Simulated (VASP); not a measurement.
# AlCu3 (Fm-3m) in VASP: notebook

AlCu3 is run at these levels: PBEsol; tasks: single point, relaxation of cell and atoms.

Program: VASP 6.6.1. These are calculated values, not measurements. Logs are shortened: lines on timing, memory, paths and dates and some standing lists are left out, and cuts for length are marked.

## Step 1: The cell of the first run

Symmetry: Fm-3m, No. 225, cubic system. The conventional cell has a = 5.766 Å, b = 5.766 Å, c = 5.766 Å, α = 90.00°, β = 90.00°, γ = 90.00°. Al (site symmetry m-3m) has 14 Cu at 2.50 to 2.88 Å within 3.3 Å. Cu (site symmetry m-3m) has 8 Cu at 2.50 Å and 6 Al at 2.88 Å within 3.3 Å. Within 3.3 Å of Cu (site symmetry -43m) lie 4 Al at 2.50 Å and 10 Cu at 2.50 to 2.88 Å.

## Step 2: Single point, PBEsol

File INCAR:

```
ALGO = Normal
EDIFF = 1E-6
ENCUT = 600
GGA = PS
GGA_COMPAT = F
ISIF = 2
ISMEAR = 0
LASPH = T
LCHARG = T
LELF = T
LREAL = F
LVHAR = T
LWAVE = F
NBANDS = 26
NELM = 120
PREC = Accurate
SIGMA = 0.05
```

File KPOINTS:

```
k-points
0
Gamma
  5 5 5
```

File POSCAR:

```
AlCu3
1.0
    0.0000000000      2.8831363269      2.8831363269
    2.8831363269      0.0000000000      2.8831363269
    2.8831363269      2.8831363269      0.0000000000
Al Cu
1 3
Direct
    0.0000000000      0.0000000000      0.0000000000
    0.5000000000      0.5000000000      0.5000000000
    0.2500000000      0.2500000000      0.2500000000
    0.7500000000      0.7500000000      0.7500000000
```

Potentials or basis: VASP PAW PBE potentials, release 64 (Al, Cu).

Run with:

```bash
cat potpaw_PBE.64/Al/POTCAR potpaw_PBE.64/Cu/POTCAR > POTCAR
mpirun -np 1 vasp_std > vasp.out
```

OUTCAR:

```text
EDIFF = 1E-6
   ENCUT = 600
   GGA = PS
   ISIF = 2
   ISMEAR = 0
   LASPH = T
   LREAL = F
   NELM = 120
   PREC = Accurate

 ion  position               nearest neighbor table
   1  0.000  0.000  0.000-   4 2.50   4 2.50   4 2.50   3 2.50   3 2.50   3 2.50   4 2.50   3 2.50
                             2 2.88   2 2.88   2 2.88   2 2.88   2 2.88   2 2.88
   2  0.500  0.500  0.500-   3 2.50   3 2.50   3 2.50   4 2.50   4 2.50   4 2.50   4 2.50   3 2.50
                             1 2.88   1 2.88   1 2.88   1 2.88   1 2.88   1 2.88
   3  0.250  0.250  0.250-   1 2.50   1 2.50   1 2.50   2 2.50   2 2.50   2 2.50   2 2.50   1 2.50

   4  0.750  0.750  0.750-   2 2.50   2 2.50   2 2.50   1 2.50   1 2.50   1 2.50   2 2.50   1 2.50

  LATTYP: Found a face centered cubic cell.
 ALAT       =     5.7662726538

  Lattice vectors:

 A1 = (   0.0000000000,   2.8831363269,   2.8831363269)
 A2 = (   2.8831363269,   0.0000000000,   2.8831363269)
 A3 = (   2.8831363269,   2.8831363269,   0.0000000000)

Analysis of symmetry for initial positions (statically):
=====================================================================
 Subroutine PRICEL returns:
 Original cell was already a primitive cell.

 Routine SETGRP: Setting up the symmetry group for a
 face centered cubic supercell.

 Subroutine GETGRP returns: Found 48 space group operations
 (whereof 48 operations were pure point group operations)
 out of a pool of 48 trial point group operations.

The static configuration has the point symmetry O_h .

Analysis of symmetry for dynamics (positions and initial velocities):
=====================================================================
 Subroutine PRICEL returns:
 Original cell was already a primitive cell.

 Routine SETGRP: Setting up the symmetry group for a
 face centered cubic supercell.

 Subroutine GETGRP returns: Found 48 space group operations
 (whereof 48 operations were pure point group operations)
 out of a pool of 48 trial point group operations.

The dynamic configuration has the point symmetry O_h .

 Subroutine INISYM returns: Found 48 space group operations
 (whereof 48 operations are pure point group operations),
 and found     1 'primitive' translations

----------------------------------------------------------------------------------------

                                     Primitive cell

  volume of cell :      47.9320

  direct lattice vectors                    reciprocal lattice vectors
     0.000000000  2.883136327  2.883136327    -0.173422254  0.173422254  0.173422254
     2.883136327  0.000000000  2.883136327     0.173422254 -0.173422254  0.173422254
     2.883136327  2.883136327  0.000000000     0.173422254  0.173422254 -0.173422254

  length of vectors
     4.077370496  4.077370496  4.077370496     0.300376155  0.300376155  0.300376155

  position of ions in fractional coordinates (direct lattice)
     0.000000000  0.000000000  0.000000000
     0.500000000  0.500000000  0.500000000
     0.250000000  0.250000000  0.250000000
     0.750000000  0.750000000  0.750000000

  ion indices of the primitive-cell ions
   primitive index   ion index
                 1           1
                 2           2
                 3           3
                 4           4

----------------------------------------------------------------------------------------

 KPOINTS: k-points

Automatic generation of k-mesh.
 Grid dimensions read from file:
 generate k-points for:    5    5    5

 Generating k-lattice:

  Cartesian coordinates                     Fractional coordinates (reciprocal lattice)
    -0.034684451  0.034684451  0.034684451     0.200000000  0.000000000  0.000000000
     0.034684451 -0.034684451  0.034684451     0.000000000  0.200000000  0.000000000
     0.034684451  0.034684451 -0.034684451     0.000000000  0.000000000  0.200000000

  Length of vectors
     0.060075231  0.060075231  0.060075231

  Shift w.r.t. Gamma in fractional coordinates (k-lattice)
     0.000000000  0.000000000  0.000000000

 Subroutine IBZKPT returns following result:
 ===========================================

 Found     10 irreducible k-points:

 Following reciprocal coordinates:
            Coordinates               Weight
  0.000000  0.000000  0.000000      1.000000
  0.200000  0.000000  0.000000      8.000000
  0.400000  0.000000  0.000000      8.000000
  0.200000  0.200000  0.000000      6.000000
  0.400000  0.200000  0.000000     24.000000
 -0.400000  0.200000  0.000000     24.000000
 -0.200000  0.200000  0.000000     12.000000
  0.400000  0.400000  0.000000      6.000000
 -0.400000  0.400000  0.000000     12.000000
 -0.400000  0.400000  0.200000     24.000000
   k-points           NKPTS =     10   k-points in BZ     NKDIM =     10   number of bands    NBANDS=     26
   number of dos      NEDOS =    301   number of ions     NIONS =      4
   total plane-waves  NPLWV =  46656
   dimension x,y,z NGX =    36 NGY =   36 NGZ =   36
   dimension x,y,z NGXF=    72 NGYF=   72 NGZF=   72
   ions per type =               1   3
   NGX,Y,Z   is equivalent  to a cutoff of  14.68, 14.68, 14.68 a.u.
   NGXF,Y,Z  is equivalent  to a cutoff of  29.36, 29.36, 29.36 a.u.
 SYSTEM =  unknown system
   PREC   = accura    normal or accurate (medium, high low for compatibility)
   ISTART =      0    job   : 0-new  1-cont  2-samecut
   ICHARG =      2    charge: 1-file 2-atom 10-const
   ISPIN  =      1    spin polarized calculation?
   LNONCOLLINEAR =      F non collinear calculations
   LSORBIT =      F    spin-orbit coupling
   LASPH  =      T    aspherical Exc in radial PAW
   ENCUT  =  600.0 eV  44.10 Ry    6.64 a.u.   8.14  8.14  8.14*2*pi/ulx,y,z
   NELM   =    120;   NELMIN=  2; NELMDL= -5     # of ELM steps
   EDIFF  = 0.1E-05   stopping-criterion for ELM
   LREAL  =      F    real-space projection
   EDIFFG = 0.1E-04   stopping-criterion for IOM
   NSW    =      0    number of steps for IOM
   IBRION =     -1    ionic relax: 0-MD 1-quasi-New 2-CG
   NFREE  =      0    steps in history (QN), initial steepest desc. (CG)
   ISIF   =      2    stress and relaxation
   ISYM   =      2    0-nonsym 1-usesym 2-fastsym
   POTIM  = 0.5000    time-step for ionic-motion
   TEBEG  =    0.0;   TEEND  =   0.0 temperature during run
   PSTRESS=    0.0 pullay stress
   NELECT =      36.0000    total number of electrons
   NUPDOWN=      -1.0000    fix difference up-down
   EMIN   =  10.00;   EMAX   =-10.00  energy-range for DOS
   EFERMI =   0.00;   METHOD = LEGACY
   ISMEAR =     0;   SIGMA  =   0.05  broadening in eV -4-tet -1-fermi 0-gaus
   EFERMI_NEDOS =   21; number of points for ismear=-14 and -15
   IALGO  =     38    algorithm
   IMIX   =      4    mixing-type and parameters
     AMIX     =   0.40;   BMIX     =  1.00
     AMIX_MAG =   1.60;   BMIX_MAG =  1.00
  volume/ion in A,a.u.               =      11.98        80.87
  Fermi-wavevector in a.u.,A,eV,Ry     =   1.488106  2.812112 30.129544  2.214459
  Thomas-Fermi vector in A             =   2.601182
   LORBIT       =      0    0 simple, 1 ext, 2 COOP (PROOUT), +10 PAW based schemes
   GGA     = PS    functional components
   LHFCALC =     F    Hartree Fock is set to
   AEXX    =    0.0000 exact exchange contribution
   IVDW    =     0    specifies the selected vdW correction
   LEPSILON=     F    determine dielectric tensor
   LRPA    =     F    only Hartree local field effects (RPA)
 non-spin polarized calculation
 Gauss-broadening in eV      SIGMA  =   0.05
  energy-cutoff  :      600.00
  volume of cell :       47.93
 maximum number of plane-waves:      1639
 NGX is ok and might be reduce to    36
   NGX = 17   NGY = 17   NGZ = 17

 number of electron      36.0000013 magnetization

 Free energy of the ion-electron system (eV)
  ---------------------------------------------------
  ext. energy  EPLUGINS =         0.00000000
  ---------------------------------------------------
  free energy    TOTEN  =       -17.67171916 eV

  energy without entropy =      -17.66581925  energy(sigma->0) =      -17.66876920

 E-fermi :   8.8143     XC(G=0): -12.4995

 val. band max:        8.7908904493   @ k =   0.4000   0.2000   0.0000
 cond. band min:       8.8373918066   @ k =   0.2000   0.0000   0.0000
 fundamental gap:      0.0465013574
 Fermi energy:         8.8142657010

 k-point     1 :       0.0000    0.0000    0.0000
  band No.  band energies     occupation
      1      -2.0615      2.00000
      2       3.8587      2.00000
      3       3.8587      2.00000
      4       3.9467      2.00000
      5       3.9467      2.00000
      6       3.9467      2.00000
[... 18 lines left out ...]
     25      15.4375      0.00000
     26      15.4375      0.00000

 k-point     2 :       0.2000    0.0000    0.0000
  band No.  band energies     occupation
      1      -1.5089      2.00000
      2       3.7139      2.00000
      3       3.8296      2.00000
      4       3.8296      2.00000
      5       4.2018      2.00000
      6       4.2018      2.00000
[... 18 lines left out ...]
     25      15.2524      0.00000
     26      16.1027      0.00000

 k-point     3 :       0.4000    0.0000    0.0000
  band No.  band energies     occupation
      1       0.0620      2.00000
      2       2.3292      2.00000
      3       3.9604      2.00000
      4       3.9604      2.00000
      5       4.4258      2.00000
      6       4.4651      2.00000
[... 18 lines left out ...]
     25      17.9427      0.00000
     26      19.1913      0.00000

 k-point     4 :       0.2000    0.2000    0.0000
  band No.  band energies     occupation
      1      -1.3270      2.00000
      2       3.3944      2.00000
      3       4.0636      2.00000
      4       4.1098      2.00000
      5       4.1541      2.00000
      6       4.1541      2.00000
[... 18 lines left out ...]
     25      17.7042      0.00000
     26      17.7043      0.00000

 k-point     5 :       0.4000    0.2000    0.0000
  band No.  band energies     occupation
      1      -0.1046      2.00000
      2       2.9416      2.00000
      3       3.7743      2.00000
      4       4.1458      2.00000
      5       4.2054      2.00000
      6       4.3905      2.00000
[... 18 lines left out ...]
     25      19.2025      0.00000
     26      20.1063      0.00000

 k-point     6 :      -0.4000    0.2000    0.0000
  band No.  band energies     occupation
      1       1.0947      2.00000
      2       1.9898      2.00000
      3       3.6073      2.00000
      4       4.1003      2.00000
      5       4.1394      2.00000
      6       4.4719      2.00000
[... 18 lines left out ...]
     25      17.4741      0.00000
     26      18.7434      0.00000

 k-point     7 :      -0.2000    0.2000    0.0000
  band No.  band energies     occupation
      1      -0.6187      2.00000
      2       3.3149      2.00000
      3       3.8566      2.00000
      4       4.0663      2.00000
      5       4.1189      2.00000
      6       4.4431      2.00000
[... 18 lines left out ...]
     25      17.3547      0.00000
     26      19.9224      0.00000

 k-point     8 :       0.4000    0.4000    0.0000
  band No.  band energies     occupation
      1       0.7041      2.00000
      2       2.6629      2.00000
      3       3.6945      2.00000
      4       3.7402      2.00000
      5       4.4920      2.00000
      6       4.4920      2.00000
[... 18 lines left out ...]
     25      21.1839      0.00000
     26      21.9233      0.00000

 k-point     9 :      -0.4000    0.4000    0.0000
  band No.  band energies     occupation
      1       1.8772      2.00000
      2       2.3319      2.00000
      3       3.0420      2.00000
      4       3.6282      2.00000
      5       4.4726      2.00000
      6       4.6598      2.00000
[... 18 lines left out ...]
     25      18.9208      0.00000
     26      22.0403      0.00000

 k-point    10 :      -0.4000    0.4000    0.2000
  band No.  band energies     occupation
      1       1.2577      2.00000
      2       2.7183      2.00000
      3       3.2266      2.00000
      4       3.7429      2.00000
      5       4.4106      2.00000
      6       4.6020      2.00000
[... 18 lines left out ...]
     25      19.6218      0.00000
     26      20.7860      0.00000

------------------------ aborting loop because EDIFF is reached ----------------------------------------

  FORCE on cell =-STRESS in cart. coord.  units (eV):
  Direction    XX          YY          ZZ          XY          YZ          ZX
  --------------------------------------------------------------------------------------
  -------------------------------------------------------------------------------------
  Total        0.2313715      0.2313715      0.2313715     -0.0000000     -0.0000000     -0.0000000
  in kB        7.7338354      7.7338354      7.7338354     -0.0000000     -0.0000000     -0.0000000
  external PRESSURE =       7.7338354 kB  Pullay stress =       0.0000000 kB

 VOLUME and BASIS-vectors are now :
 -----------------------------------------------------------------------------
  energy-cutoff  :      600.00
  volume of cell :       47.93
      direct lattice vectors                 reciprocal lattice vectors
     0.000000000  2.883136327  2.883136327    -0.173422254  0.173422254  0.173422254
     2.883136327  0.000000000  2.883136327     0.173422254 -0.173422254  0.173422254
     2.883136327  2.883136327  0.000000000     0.173422254  0.173422254 -0.173422254

 POSITION                                       TOTAL-FORCE (eV/Angst)
 -----------------------------------------------------------------------------------
      0.00000      0.00000      0.00000         0.000000      0.000000      0.000000
      2.88314      2.88314      2.88314         0.000000      0.000000      0.000000
      1.44157      1.44157      1.44157         0.000000      0.000000      0.000000
      4.32470      4.32470      4.32470        -0.000000     -0.000000     -0.000000
 -----------------------------------------------------------------------------------
    total drift:                                0.000000      0.000000      0.000000

  FREE ENERGIE OF THE ION-ELECTRON SYSTEM (eV)
  ---------------------------------------------------
  free  energy   TOTEN  =       -17.6717191571 eV

  energy  without entropy=      -17.6658192510  energy(sigma->0) =      -17.66876920
```

It took 13 s on 1 thread of Intel Xeon 6975P-C (Granite Rapids), shared host; peak memory 0.2 GiB.

Results:

```
Free energy            : -17.6717 eV
Pressure               : 0.8 GPa
Band gap on the k mesh : zero (bands 18 and 19 overlap by 5.13 eV)
```

Caveat: the k points lie up to 0.38 Å⁻¹ apart, too coarse for converged energies and pressures of a metal; the PAW data sets were made with another functional, which shifts forces and pressure a little.

## Step 3: Relaxation of cell and atoms, PBEsol

This run uses another cell than the first one, of 12.04 Å³/atom.

File INCAR:

```
SYSTEM = AlCu3
  PREC = Accurate
  ENCUT = 600
  EDIFF = 1E-7
  ISMEAR = 0
  SIGMA = 0.05
  LREAL = .False.
  LASPH = .True.
  NELM = 120
  ALGO = Normal
  ISIF = 3
  LWAVE = .False.
  LCHARG = .False.
  GGA = PS
  IBRION = 2
  NSW = 80
  EDIFFG = -0.03
  GGA_COMPAT = .False.
  NELMIN = 4
```

File KPOINTS:

```
Automatic mesh
0
Gamma
  5 5 5
  0 0 0
```

File POSCAR:

```
AlCu3
1.0
    0.0000000000      2.8880110000      2.8880110000
    2.8880110000      0.0000000000      2.8880110000
    2.8880110000      2.8880110000      0.0000000000
Al Cu
1 3
Direct
    0.0000000000      0.0000000000      0.0000000000
    0.5000000000      0.5000000000      0.5000000000
    0.2500000000      0.2500000000      0.2500000000
    0.7500000000      0.7500000000      0.7500000000
```

Potentials or basis: VASP PAW PBE potentials, release 64 (Al, Cu).

Run with:

```bash
cat potpaw_PBE.64/Al/POTCAR potpaw_PBE.64/Cu/POTCAR > POTCAR
mpirun -np 1 vasp_std > vasp.out
```

Wall time 11 s (1 thread of Intel Xeon 6975P-C (Granite Rapids), shared host); peak memory 0.2 GiB.

The run converged. Its results:

```
Free energy             : -17.6721 eV
Pressure after relaxing : -0.1 GPa
Band gap on the k mesh  : zero (bands 18 and 19 overlap by 5.12 eV)
```

Final structure:
```yaml
crystal:
  lattice:
    - [0.00000, 2.88801, 2.88801]
    - [2.88801, 0.00000, 2.88801]
    - [2.88801, 2.88801, 0.00000]
  atoms:
    - { symbol: Al, position: [0.00000, 0.00000, 0.00000] }
    - { symbol: Cu, position: [0.50000, 0.50000, 0.50000] }
    - { symbol: Cu, position: [0.25000, 0.25000, 0.25000] }
    - { symbol: Cu, position: [0.75000, 0.75000, 0.75000] }
```

Levels at points of the mesh, in eV from the Fermi level:
| k point | band 14 | band 15 | band 16 | band 17 | band 18 | band 19 | band 20 | band 21 | band 22 |
| --- | --- | --- | --- | --- | --- | --- | --- | --- | --- |
| (0.00, 0.00, 0.00) | -2.82 | -2.70 | -2.70 | 3.54 | 3.54 | 3.54 | 3.94 | 3.94 | 3.94 |

Caveat: the k points lie up to 0.38 Å⁻¹ apart in the final cell, too coarse for converged energies and pressures of a metal; the relaxation stopped at its first step, so nothing moved; the PAW data sets were made with another functional, which shifts forces and pressure a little.
